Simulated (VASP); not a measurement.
Set up this calculation in VASP 6.6.1, as the native input.

```
Task                   : single point
Functional             : PBE
Dispersion             : D3(BJ)
Potentials or basis    : VASP PAW PBE potentials, release 64 (Si, O)
Cutoff                 : 520 eV
k mesh                 : 2 × 2 × 2
Occupations            : fermi-dirac, width 0.05 eV
Spin                   : no spin polarisation
Dipole correction      : no
Further INCAR settings : LREAL = Auto; ALGO = Normal; EDIFF = 1e-06; NBANDS = 78
```

The structure of Si8O15 (a cell with a defect) lies in POSCAR:

```
Si8O15
1.0
   -4.2244000000     -4.2244000000      0.0000000000
    4.2244000000     -4.2244000000      0.0000000000
    0.0000000000      0.0000000000      5.3792000000
Si O
8 15
Direct
    0.5008869899      0.4997923966      0.0004595479
    0.0003030016      0.5000018938      0.2482581053
    0.5013622053      0.4991630764      0.5004569453
    0.0003013446      0.5000023672      0.7526565289
   -0.0058508901     -0.0000176356      0.0004545286
    0.4885521021     -0.0011546018      0.2298087076
    0.0455817394      0.0000067465      0.5004493233
    0.4885777862     -0.0011530632      0.7711012790
    0.1946130811      0.5002851292      0.0004610351
   -0.0049546681      0.1954373402      0.2440007808
    0.8057728908      0.5002279614      0.0004599197
   -0.0050435565      0.8046167503      0.2441751562
    0.1943949437      0.4999256699      0.5004539709
   -0.0049597576      0.1954232554      0.7569119943
    0.8067719676      0.4999025897      0.5004547145
   -0.0050488827      0.8046315453      0.7567374331
    0.6909292444     -0.0002548291      0.0004571312
    0.4990070779      0.6932427090      0.2451251115
    0.2983011789     -0.0002979121      0.0004465348
    0.4988770003      0.3069269009      0.2445385931
    0.4990124041      0.6932454313      0.7557895226
    0.5735306789      0.0016466244      0.5004320345
    0.4988824448      0.3069240602      0.7563756692
```

One way to write it, as run:

INCAR

```
SYSTEM = Si8O15
ALGO = Normal
EDIFF = 1E-6
ENCUT = 520
GGA = PE
ISIF = 2
ISMEAR = -1
IVDW = 12
LASPH = .TRUE.
LCHARG = .FALSE.
LREAL = Auto
LWAVE = .FALSE.
NBANDS = 78
NELM = 100
PREC = Accurate
SIGMA = 0.05
```

KPOINTS

```
k-points
0
G
  2 2 2
  0 0 0
```

Potentials or basis: VASP PAW PBE potentials, release 64 (Si, O).

Run with:

```console
$ cat potpaw_PBE.64/Si/POTCAR potpaw_PBE.64/O/POTCAR > POTCAR
$ mpirun -np 1 vasp_std > vasp.out
```

Results of the run:

| Item | Value |
| --- | --- |
| Pressure | 5.5 GPa |
| Largest force | 5.547 eV/Å |
| Band gap on the k mesh | 1.90 eV |
| Dispersion energy per atom | -0.231 eV |

Caveat: the k points lie up to 0.58 Å⁻¹ apart.

Run time: 110 s on 1 thread of AMD EPYC 9R45 96-Core Processor (Zen 5), with other jobs on the host, peak memory 0.28 GiB.
